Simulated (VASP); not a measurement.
# BAs (gw) (F-43m) in VASP: notebook, part 2 of 2

VASP 6.6.1. Earlier steps stand in the parts before.

**3. Single point, PBE**

Input file INCAR:

```
ALGO = Normal
EDIFF = 1E-6
ENCUT = 500
GGA = PE
GGA_COMPAT = False
ISIF = 2
ISMEAR = 0
LASPH = True
LCHARG = False
LREAL = False
LWAVE = False
NBANDS = 11
NELM = 120
PREC = Accurate
SIGMA = 0.01
```

Input file KPOINTS:

```
k-points
0
Gamma
  6 6 6
```

Input file POSCAR:

```
BAs
1.0
    0.0000000000      2.4045499483      2.4045499483
    2.4045499483      0.0000000000      2.4045499483
    2.4045499483      2.4045499483      0.0000000000
B As
1 1
Direct
    0.0000000000      0.0000000000      0.0000000000
    0.2500000000      0.2500000000      0.2500000000
```

Potentials or basis: VASP PAW PBE potentials, release 64 (B, As).

The run is started by

```console
cat potpaw_PBE.64/B/POTCAR potpaw_PBE.64/As/POTCAR > POTCAR
mpirun -np 1 vasp_std > vasp.out
```

OUTCAR:

```text
EDIFF = 1E-6
   ENCUT = 500
   GGA = PE
   ISIF = 2
   ISMEAR = 0
   LASPH = True
   LREAL = False
   NELM = 120
   PREC = Accurate

 ion  position               nearest neighbor table
   1  0.000  0.000  0.000-   2 2.08   2 2.08   2 2.08   2 2.08
   2  0.250  0.250  0.250-   1 2.08   1 2.08   1 2.08   1 2.08

  LATTYP: Found a face centered cubic cell.
 ALAT       =     4.8090998966

  Lattice vectors:

 A1 = (   0.0000000000,   2.4045499483,   2.4045499483)
 A2 = (   2.4045499483,   0.0000000000,   2.4045499483)
 A3 = (   2.4045499483,   2.4045499483,   0.0000000000)

Analysis of symmetry for initial positions (statically):
=====================================================================
 Subroutine PRICEL returns:
 Original cell was already a primitive cell.

 Routine SETGRP: Setting up the symmetry group for a
 face centered cubic supercell.

 Subroutine GETGRP returns: Found 24 space group operations
 (whereof 24 operations were pure point group operations)
 out of a pool of 48 trial point group operations.

The static configuration has the point symmetry T_d .

Analysis of symmetry for dynamics (positions and initial velocities):
=====================================================================
 Subroutine PRICEL returns:
 Original cell was already a primitive cell.

 Routine SETGRP: Setting up the symmetry group for a
 face centered cubic supercell.

 Subroutine GETGRP returns: Found 24 space group operations
 (whereof 24 operations were pure point group operations)
 out of a pool of 48 trial point group operations.

The dynamic configuration has the point symmetry T_d .

 Subroutine INISYM returns: Found 24 space group operations
 (whereof 24 operations are pure point group operations),
 and found     1 'primitive' translations

----------------------------------------------------------------------------------------

                                     Primitive cell

  volume of cell :      27.8055

  direct lattice vectors                    reciprocal lattice vectors
     0.000000000  2.404549948  2.404549948    -0.207939120  0.207939120  0.207939120
     2.404549948  0.000000000  2.404549948     0.207939120 -0.207939120  0.207939120
     2.404549948  2.404549948  0.000000000     0.207939120  0.207939120 -0.207939120

  length of vectors
     3.400547148  3.400547148  3.400547148     0.360161121  0.360161121  0.360161121

  position of ions in fractional coordinates (direct lattice)
     0.000000000  0.000000000  0.000000000
     0.250000000  0.250000000  0.250000000

  ion indices of the primitive-cell ions
   primitive index   ion index
                 1           1
                 2           2

----------------------------------------------------------------------------------------

 KPOINTS: k-points

Automatic generation of k-mesh.
 Grid dimensions read from file:
 generate k-points for:    6    6    6

 Generating k-lattice:

  Cartesian coordinates                     Fractional coordinates (reciprocal lattice)
    -0.034656520  0.034656520  0.034656520     0.166666667  0.000000000  0.000000000
     0.034656520 -0.034656520  0.034656520     0.000000000  0.166666667  0.000000000
     0.034656520  0.034656520 -0.034656520     0.000000000  0.000000000  0.166666667

  Length of vectors
     0.060026853  0.060026853  0.060026853

  Shift w.r.t. Gamma in fractional coordinates (k-lattice)
     0.000000000  0.000000000  0.000000000

 Subroutine IBZKPT returns following result:
 ===========================================

 Found     16 irreducible k-points:

 Following reciprocal coordinates:
            Coordinates               Weight
  0.000000  0.000000  0.000000      1.000000
  0.166667  0.000000  0.000000      8.000000
  0.333333  0.000000  0.000000      8.000000
  0.500000  0.000000  0.000000      4.000000
  0.166667  0.166667  0.000000      6.000000
  0.333333  0.166667  0.000000     24.000000
[... 8 lines left out ...]
 -0.333333  0.333333  0.166667     24.000000
 -0.333333  0.500000  0.166667     12.000000
   k-points           NKPTS =     16   k-points in BZ     NKDIM =     16   number of bands    NBANDS=     11
   number of dos      NEDOS =    301   number of ions     NIONS =      2
   total plane-waves  NPLWV =  21952
   dimension x,y,z NGX =    28 NGY =   28 NGZ =   28
   dimension x,y,z NGXF=    56 NGYF=   56 NGZF=   56
   ions per type =               1   1
   NGX,Y,Z   is equivalent  to a cutoff of  13.69, 13.69, 13.69 a.u.
   NGXF,Y,Z  is equivalent  to a cutoff of  27.38, 27.38, 27.38 a.u.
 SYSTEM =  unknown system
   PREC   = accura    normal or accurate (medium, high low for compatibility)
   ISTART =      0    job   : 0-new  1-cont  2-samecut
   ICHARG =      2    charge: 1-file 2-atom 10-const
   ISPIN  =      1    spin polarized calculation?
   LNONCOLLINEAR =      F non collinear calculations
   LSORBIT =      F    spin-orbit coupling
   LASPH  =      T    aspherical Exc in radial PAW
   ENCUT  =  500.0 eV  36.75 Ry    6.06 a.u.   6.20  6.20  6.20*2*pi/ulx,y,z
   NELM   =    120;   NELMIN=  2; NELMDL= -5     # of ELM steps
   EDIFF  = 0.1E-05   stopping-criterion for ELM
   LREAL  =      F    real-space projection
   EDIFFG = 0.1E-04   stopping-criterion for IOM
   NSW    =      0    number of steps for IOM
   IBRION =     -1    ionic relax: 0-MD 1-quasi-New 2-CG
   NFREE  =      0    steps in history (QN), initial steepest desc. (CG)
   ISIF   =      2    stress and relaxation
   ISYM   =      2    0-nonsym 1-usesym 2-fastsym
   POTIM  = 0.5000    time-step for ionic-motion
   TEBEG  =    0.0;   TEEND  =   0.0 temperature during run
   PSTRESS=    0.0 pullay stress
   NELECT =       8.0000    total number of electrons
   NUPDOWN=      -1.0000    fix difference up-down
   EMIN   =  10.00;   EMAX   =-10.00  energy-range for DOS
   EFERMI =   0.00;   METHOD = LEGACY
   ISMEAR =     0;   SIGMA  =   0.01  broadening in eV -4-tet -1-fermi 0-gaus
   EFERMI_NEDOS =   21; number of points for ismear=-14 and -15
   IALGO  =     38    algorithm
   IMIX   =      4    mixing-type and parameters
     AMIX     =   0.40;   BMIX     =  1.00
     AMIX_MAG =   1.60;   BMIX_MAG =  1.00
  volume/ion in A,a.u.               =      13.90        93.82
  Fermi-wavevector in a.u.,A,eV,Ry     =   1.080756  2.042333 15.892064  1.168034
  Thomas-Fermi vector in A             =   2.216755
   LORBIT       =      0    0 simple, 1 ext, 2 COOP (PROOUT), +10 PAW based schemes
   GGA     = PE    functional components
   LHFCALC =     F    Hartree Fock is set to
   AEXX    =    0.0000 exact exchange contribution
   IVDW    =     0    specifies the selected vdW correction
   LEPSILON=     F    determine dielectric tensor
   LRPA    =     F    only Hartree local field effects (RPA)
 non-spin polarized calculation
 Gauss-broadening in eV      SIGMA  =   0.01
  energy-cutoff  :      500.00
  volume of cell :       27.81
 maximum number of plane-waves:       725
 NGX is ok and might be reduce to    28
   NGX = 13   NGY = 13   NGZ = 13

 number of electron       8.0000000 magnetization

 Free energy of the ion-electron system (eV)
  ---------------------------------------------------
  ext. energy  EPLUGINS =         0.00000000
  ---------------------------------------------------
  free energy    TOTEN  =       -11.39451562 eV

  energy without entropy =      -11.39451562  energy(sigma->0) =      -11.39451562

 E-fermi :   6.0507     XC(G=0): -10.4941

 val. band max:        5.9125326405   @ k =   0.0000   0.0000   0.0000
 cond. band min:       7.2016908735   @ k =   0.3333   0.3333   0.0000
 fundamental gap:      1.2891582330
 Fermi energy:         6.0506869064

 k-point     1 :       0.0000    0.0000    0.0000
  band No.  band energies     occupation
      1      -9.3087      2.00000
      2       5.9125      2.00000
      3       5.9125      2.00000
      4       5.9125      2.00000
      5       9.1616      0.00000
      6       9.1616      0.00000
      7       9.1616      0.00000
      8      10.3457      0.00000
      9      15.3980      0.00000
     10      18.7783      0.00000
     11      18.7783      0.00000
[... 197 lines left out ...]
 k-point    16 :      -0.3333    0.5000    0.1667
  band No.  band energies     occupation
      1      -5.1116      2.00000
      2      -2.1972      2.00000
      3       0.8681      2.00000
      4       1.0623      2.00000
      5       9.6749      0.00000
      6       9.8616      0.00000
      7      14.4295      0.00000
      8      14.6776      0.00000
      9      18.0550      0.00000
     10      21.3231      0.00000
     11      21.5964      0.00000

------------------------ aborting loop because EDIFF is reached ----------------------------------------

  FORCE on cell =-STRESS in cart. coord.  units (eV):
  Direction    XX          YY          ZZ          XY          YZ          ZX
  --------------------------------------------------------------------------------------
  -------------------------------------------------------------------------------------
  Total        0.1114074      0.1114074      0.1114074      0.0000000      0.0000000      0.0000000
  in kB        6.4193809      6.4193809      6.4193809      0.0000000      0.0000000      0.0000000
  external PRESSURE =       6.4193809 kB  Pullay stress =       0.0000000 kB

 VOLUME and BASIS-vectors are now :
 -----------------------------------------------------------------------------
  energy-cutoff  :      500.00
  volume of cell :       27.81
      direct lattice vectors                 reciprocal lattice vectors
     0.000000000  2.404549948  2.404549948    -0.207939120  0.207939120  0.207939120
     2.404549948  0.000000000  2.404549948     0.207939120 -0.207939120  0.207939120
     2.404549948  2.404549948  0.000000000     0.207939120  0.207939120 -0.207939120

 POSITION                                       TOTAL-FORCE (eV/Angst)
 -----------------------------------------------------------------------------------
      0.00000      0.00000      0.00000         0.000000     -0.000000      0.000000
      1.20227      1.20227      1.20227        -0.000000      0.000000     -0.000000
 -----------------------------------------------------------------------------------
    total drift:                               -0.000000     -0.000000     -0.000000

  FREE ENERGIE OF THE ION-ELECTRON SYSTEM (eV)
  ---------------------------------------------------
  free  energy   TOTEN  =       -11.3945156240 eV

  energy  without entropy=      -11.3945156240  energy(sigma->0) =      -11.39451562
```

stdout:

```text
POSCAR found type information on POSCAR B As
 POSCAR found :  2 types and       2 ions
 scaLAPACK will be used
 LDA part: xc-table for (Slater+PW92), standard interpolation
 POSCAR, INCAR and KPOINTS ok, starting setup
 FFT: planning ... GRIDC
 FFT: planning ... GRID_SOFT
 FFT: planning ... GRID
 WAVECAR not read
 entering main loop
```

Wall time 16 s (1 thread of AMD EPYC 7R13, shared host); peak memory 0.12 GiB.

What came out:

* Free energy: -11.3945 eV
* Pressure: 0.6 GPa
* Band gap on the k mesh: 1.29 eV, indirect (least direct gap 3.25 eV)

Levels at points of the mesh, in eV from the valence-band top:
| k point | band 1 | band 2 | band 3 | band 4 | band 5 | band 6 | band 7 | band 8 |
| --- | --- | --- | --- | --- | --- | --- | --- | --- |
| (0.00, 0.00, 0.00) | -15.22 | 0.00 | 0.00 | 0.00 | 3.25 | 3.25 | 3.25 | 4.43 |
| (0.50, 0.00, 0.00) | -12.42 | -8.64 | -1.79 | -1.79 | 2.57 | 4.75 | 4.75 | 8.82 |
| (0.50, 0.50, 0.00) | -11.14 | -8.42 | -4.00 | -4.00 | 1.45 | 1.46 | 11.18 | 11.18 |

A k mesh can miss the band edges. As with any semilocal functional, this PBE gap is likely too small.
